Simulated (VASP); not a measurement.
Set up this calculation in VASP 6.6.1, as the native input.

```
Task                   : single point
Functional             : PBE
Potentials or basis    : VASP PAW PBE potentials, release 64 (In_d, Sb)
Cutoff                 : 520 eV
k mesh                 : 10 × 10 × 10
Occupations            : fermi-dirac, width 0.03 eV
Spin                   : no spin polarisation
Dipole correction      : no
Further INCAR settings : ALGO = Normal; EDIFF = 1e-06; NBANDS = 16
```

The structure of InSb lies in POSCAR:

```
InSb
1.0
    0.0000000000      3.2714910000      3.2391000000
    3.2714910000      0.0000000000      3.2391000000
    3.2714910000      3.2714910000      0.0000000000
In Sb
1 1
Direct
    0.0000000000      0.0000000000      0.0000000000
    0.7500000000      0.7500000000      0.7500000000
```

This cell differs from its parent crystal: equal xx and yy strain of +1 %.

The input as run:

INCAR

```
ALGO = Normal
EDIFF = 1E-6
ENCUT = 520
GGA = PE
ISIF = 2
ISMEAR = -1
LASPH = True
LCHARG = False
LREAL = False
LWAVE = False
NBANDS = 16
NELM = 80
PREC = Accurate
SIGMA = 0.03
```

KPOINTS

```
k-points
0
Gamma
  10 10 10
```

Potentials or basis: VASP PAW PBE potentials, release 64 (In_d, Sb).

Run with:

```sh
$ cat potpaw_PBE.64/In_d/POTCAR potpaw_PBE.64/Sb/POTCAR > POTCAR
$ mpirun -np 1 vasp_std > vasp.out
```

It gave:

```yaml
Pressure: 2.1 GPa
Band_gap_on_the_k_mesh: 0.05 eV, direct
```

Caveat: the cell differs from its parent crystal (equal xx and yy strain of +1 %); spin-orbit coupling is left out, which moves the levels of the heavy elements.

Wall time 61 s on 1 thread of Intel(R) Xeon(R) Platinum 8488C (Sapphire Rapids) (shared host), peak memory 0.27 GiB.
